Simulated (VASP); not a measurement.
# W (P6_3/mmc) in VASP: notebook, part 2 of 2

VASP 6.6.1.

## Step 3: Relaxation of cell and atoms, PBE

This run uses another cell than the first one, of 15.85 Å³/atom, 0.856 times its volume.

The input, INCAR:

```
  ALGO = Normal
  EDIFF = 1E-7
  EDIFFG = -0.01
  ENCUT = 600
  GGA = PE
  IBRION = 2
  ISIF = 3
  ISMEAR = -1
  LASPH = True
  LCHARG = False
  LREAL = False
  LWAVE = False
  NELM = 60
  NSW = 80
  PREC = Accurate
  SIGMA = 0.1
```

The input, KPOINTS:

```
k-points
0
Gamma
  13 13 7
```

The input, POSCAR:

```
W
1.0
    2.8194054199      0.0000000000      0.0000000000
   -1.4097027100      2.4416767172      0.0000000000
    0.0000000000      0.0000000000      4.6040890507
W
2
Direct
    0.3333333333      0.6666666667      0.2500000000
    0.6666666667      0.3333333333      0.7500000000
```

Potentials or basis: VASP PAW PBE potentials, release 64 (W_sv).

Launch:

```sh
$ cat potpaw_PBE.64/W_sv/POTCAR > POTCAR
$ mpirun -np 1 vasp_std > vasp.out
```

OUTCAR:

```text
EDIFF = 1E-7
   EDIFFG = -0.01
   ENCUT = 600
   GGA = PE
   IBRION = 2
   ISIF = 3
   ISMEAR = -1
   LASPH = True
   LREAL = False
   NELM = 60
   NSW = 80
   PREC = Accurate

 ion  position               nearest neighbor table
   1  0.333  0.667  0.250-   2 2.82   2 2.82   2 2.82   2 2.82   2 2.82   2 2.82
   2  0.667  0.333  0.750-   1 2.82   1 2.82   1 2.82   1 2.82   1 2.82   1 2.82

  LATTYP: Found a hexagonal cell.
 ALAT       =     2.8194054199
 C/A-ratio  =     1.6330000000

  Lattice vectors:

 A1 = (   2.8194054199,   0.0000000000,   0.0000000000)
 A2 = (  -1.4097027100,   2.4416767172,   0.0000000000)
 A3 = (   0.0000000000,   0.0000000000,   4.6040890507)

Analysis of symmetry for initial positions (statically):
=====================================================================
 Subroutine PRICEL returns:
 Original cell was already a primitive cell.

 Routine SETGRP: Setting up the symmetry group for a
 hexagonal supercell.

 Subroutine GETGRP returns: Found 24 space group operations
 (whereof 12 operations were pure point group operations)
 out of a pool of 24 trial point group operations.

The static configuration has the point symmetry D_3d.
 The point group associated with its full space group is D_6h.

Analysis of symmetry for dynamics (positions and initial velocities):
=====================================================================
 Subroutine PRICEL returns:
 Original cell was already a primitive cell.

 Routine SETGRP: Setting up the symmetry group for a
 hexagonal supercell.

 Subroutine GETGRP returns: Found 24 space group operations
 (whereof 12 operations were pure point group operations)
 out of a pool of 24 trial point group operations.

The dynamic configuration has the point symmetry D_3d.
 The point group associated with its full space group is D_6h.

 Subroutine INISYM returns: Found 24 space group operations
 (whereof 12 operations are pure point group operations),
 and found     1 'primitive' translations

[... 134 lines left out ...]

 number of electron      28.0000004 magnetization

 Free energy of the ion-electron system (eV)
  ---------------------------------------------------
  ext. energy  EPLUGINS =         0.00000000
  ---------------------------------------------------
  free energy    TOTEN  =       -24.78161174 eV

  energy without entropy =      -24.69260363  energy(sigma->0) =      -24.73710769

------------------------ aborting loop because EDIFF is reached ----------------------------------------

  FORCE on cell =-STRESS in cart. coord.  units (eV):
  Direction    XX          YY          ZZ          XY          YZ          ZX
  --------------------------------------------------------------------------------------
  -------------------------------------------------------------------------------------
  Total        1.3239454      1.3239454      4.1874208     -0.0000000     -0.0000000     -0.0000000
  in kB       66.9254418     66.9254418    211.6741265     -0.0000000     -0.0000000     -0.0000000
  external PRESSURE =     115.1750034 kB  Pullay stress =       0.0000000 kB
[... 23 lines left out ...]
--------------------------------------- Ionic step        2  -------------------------------------------

 number of electron      27.9999999 magnetization

 E-fermi :   8.9264     XC(G=0): -12.7502

 val. band max:        8.8983434340   @ k =   0.3846  -0.0000   0.0000
 cond. band min:       8.9448443505   @ k =   0.4615   0.0769   0.1429
 fundamental gap:      0.0465009165
 Fermi energy:         8.9264414171

 k-point     1 :       0.0000    0.0000    0.0000
  band No.  band energies     occupation
      1     -65.0451      2.00000
      2     -65.0012      2.00000
      3     -29.5330      2.00000
      4     -28.9080      2.00000
      5     -28.8125      2.00000
      6     -28.8125      2.00000
[... 560 lines left out ...]
  FREE ENERGIE OF THE ION-ELECTRON SYSTEM (eV)
  ---------------------------------------------------
  free  energy   TOTEN  =       -24.8625653809 eV

  energy  without entropy=      -24.7734368588  energy(sigma->0) =      -24.81800112

[... ionic steps 4 to 7 ...]

--------------------------------------- Ionic step        8  -------------------------------------------

 number of electron      28.0000002 magnetization

------------------------ aborting loop because EDIFF is reached ----------------------------------------
[... 67 lines left out ...]
--------------------------------------- Ionic step       10  -------------------------------------------

 number of electron      28.0000002 magnetization

 Free energy of the ion-electron system (eV)
  ---------------------------------------------------
  ext. energy  EPLUGINS =         0.00000000
  ---------------------------------------------------
  free energy    TOTEN  =       -24.94304607 eV

  energy without entropy =      -24.87694155  energy(sigma->0) =      -24.90999381

 E-fermi :  10.4678     XC(G=0): -13.3779

 val. band max:       10.4543812631   @ k =   0.3077   0.2308   0.1429
 cond. band min:      10.4888767776   @ k =   0.4615  -0.0000   0.1429
 fundamental gap:      0.0344955146
 Fermi energy:        10.4678430778

 k-point     1 :       0.0000    0.0000    0.0000
  band No.  band energies     occupation
      1     -63.3194      2.00000
      2     -63.2509      2.00000
      3     -28.0230      2.00000
      4     -27.1353      2.00000
      5     -26.9457      2.00000
      6     -26.9457      2.00000
[... 524 lines left out ...]
  FREE ENERGIE OF THE ION-ELECTRON SYSTEM (eV)
  ---------------------------------------------------
  free  energy   TOTEN  =       -24.9430460716 eV

  energy  without entropy=      -24.8769415468  energy(sigma->0) =      -24.90999381

 reached required accuracy - stopping structural energy minimisation
```

CONTCAR:

```text
W
   1.00000000000000
     2.7792651938297483    0.0000000000008651   -0.0000000000000000
    -1.3896325969634129    2.4069142617091202    0.0000000000000000
    -0.0000000000000000   -0.0000000000000000    4.9498900164920165
  W
     2
Direct
     0.3333333332999970    0.6666666667000030    0.2500000000000000
     0.6666666667000030    0.3333333332999970    0.7500000000000000

  0.00000000E+00  0.00000000E+00  0.00000000E+00
  0.00000000E+00  0.00000000E+00  0.00000000E+00
```

Wall time 8.8 min (1 thread of AMD EPYC 7R13, shared host); peak memory 0.18 GiB.

What came out:

```
Free energy                            : -24.9430 eV
Relaxed volume                         : 16.56 Å³/atom
Relaxed cell                           : a = 2.779 Å, b = 2.779 Å, c = 4.950 Å, α = 90.00°, β = 90.00°, γ = 120.00°
Space group after relaxing (to 0.05 Å) : P6_3/mmc (No. 194)
Energy gained by relaxing              : 80.7 meV/atom
Ionic steps                            : 10
Pressure after relaxing                : 0.0 GPa
Band gap on the k mesh                 : zero (band 14 reaches 11.69 eV, above the bottom of band 15 at 10.03 eV)
```

The path:
| step | energy change (eV) | largest force (eV/Å) | pressure (GPa) | volume (Å³) |
| --- | --- | --- | --- | --- |
| 1 | 0.0000 | 0.0000 | 11.52 | 31.69 |
| 2 | 0.2205 | 0.0000 | -26.06 | 37.16 |
| 3 | -0.0810 | 0.0000 | -4.37 | 33.48 |
| 4 | -0.1476 | 0.0000 | -2.38 | 33.51 |
| 5 | -0.1572 | 0.0000 | -3.28 | 33.52 |
| 6 | -0.1360 | 0.0000 | 8.76 | 32.16 |
| 7 | -0.1614 | 0.0000 | -0.01 | 33.12 |
| 8 | -0.1614 | 0.0000 | 0.06 | 33.11 |
| 9 | -0.1614 | 0.0000 | 0.04 | 33.11 |
| 10 | -0.1614 | 0.0000 | 0.04 | 33.11 |

Final structure:
```
W
1.0
     2.77927    0.00000    0.00000
    -1.38963    2.40691    0.00000
     0.00000    0.00000    4.94989
W
2
Direct
  0.33333 0.66667 0.25000
  0.66667 0.33333 0.75000
```

Levels at points of the mesh, in eV from the Fermi level:
| k point | band 12 | band 13 | band 14 | band 15 | band 16 | band 17 |
| --- | --- | --- | --- | --- | --- | --- |
| (0.00, 0.00, 0.00) | -0.42 | -0.42 | -0.32 | 0.15 | 0.15 | 1.99 |

Caveat: spin-orbit coupling is left out, which moves the levels of the heavy elements.

## Step 4: Single point, PBE

This run uses another cell than the first one, of 16.53 Å³/atom, 0.893 times its volume.

The input, INCAR:

```
SYSTEM = W
ALGO     = Normal         ! electronic algorithm
EDIFF    = 1E-7           ! SCF threshold, eV
ENCUT    = 520            ! plane-wave cutoff, eV
GGA      = PE             ! functional
ISIF     = 2              ! what is computed and relaxed
ISMEAR   = -1             ! smearing method
LASPH    = .TRUE.         ! aspherical terms in the spheres
LCHARG   = .TRUE.         ! write CHGCAR
LELF     = .TRUE.         ! ELF
LREAL    = .FALSE.        ! projectors in reciprocal space
LVHAR    = .TRUE.       
LWAVE    = .FALSE.        ! write WAVECAR
NBANDS   = 21             ! bands
NELM     = 100            ! most SCF steps
PREC     = Accurate       ! precision mode
SIGMA    = 0.1            ! smearing width, eV
```

The input, KPOINTS:

```
k-points
0
G
  21 21 11
  0 0 0
```

The input, POSCAR:

```
W
1.0
    2.7774629407      0.0000000000      0.0000000000
   -1.3887314704      2.4053534647      0.0000000000
    0.0000000000      0.0000000000      4.9482337544
W
2
Direct
    0.3333333333      0.6666666667      0.2500000000
    0.6666666667      0.3333333333      0.7500000000
```

Launch:

```sh
$ cat potpaw_PBE.64/W_sv/POTCAR > POTCAR
$ mpirun -np 1 vasp_std > vasp.out
```

Wall time 5.1 min (1 thread of AMD EPYC 7R13, shared host); peak memory 0.25 GiB.

It converged, with:

- Free energy: -24.9425 eV
- Pressure: 0.4 GPa
- Band gap on the k mesh: zero (band 14 reaches 11.87 eV, above the bottom of band 15 at 10.04 eV)

Stress tensor (GPa, compression positive):
```
0.61 0.00 0.00
0.00 0.61 0.00
0.00 0.00 0.10
```

Levels at points of the mesh, in eV from the Fermi level:
```tsv
k point	band 11	band 12	band 13	band 14	band 15	band 16	band 17	band 18
(0.00, 0.00, 0.00)	-1.68	-0.42	-0.42	-0.31	0.15	0.15	2.00	2.00
```

Caveat: spin-orbit coupling is left out, which moves the levels of the heavy elements.

## Step 5: Overview

| task | cell | k mesh | cutoff (eV) | gap on the mesh (eV) | pressure (GPa) |
| --- | --- | --- | --- | --- | --- |
| single point | a = 2.884, b = 2.884, c = 5.139 Å, angles 90.0, 90.0, 120.0°, 2 atoms | 15 × 15 × 7 | 520 | none | -24.9 |
| relaxation of cell and atoms | relaxed from a = 2.819, b = 2.819, c = 4.604 Å, angles 90.0, 90.0, 120.0°, 2 atoms | 13 × 13 × 7 | 600 | none | 0.0 |
| single point | a = 2.777, b = 2.777, c = 4.948 Å, angles 90.0, 90.0, 120.0°, 2 atoms | 21 × 21 × 11 | 520 | none | 0.4 |

Alike in all rows: level PBE; potentials or basis VASP PAW PBE potentials, release 64 (W_sv); no spin polarisation; smearing fermi-dirac 0.1 eV.

Caveats: spin-orbit coupling is left out, which moves the levels of the heavy elements.

Total energies depend on the potentials used, so only differences within one code and one set of settings carry meaning.
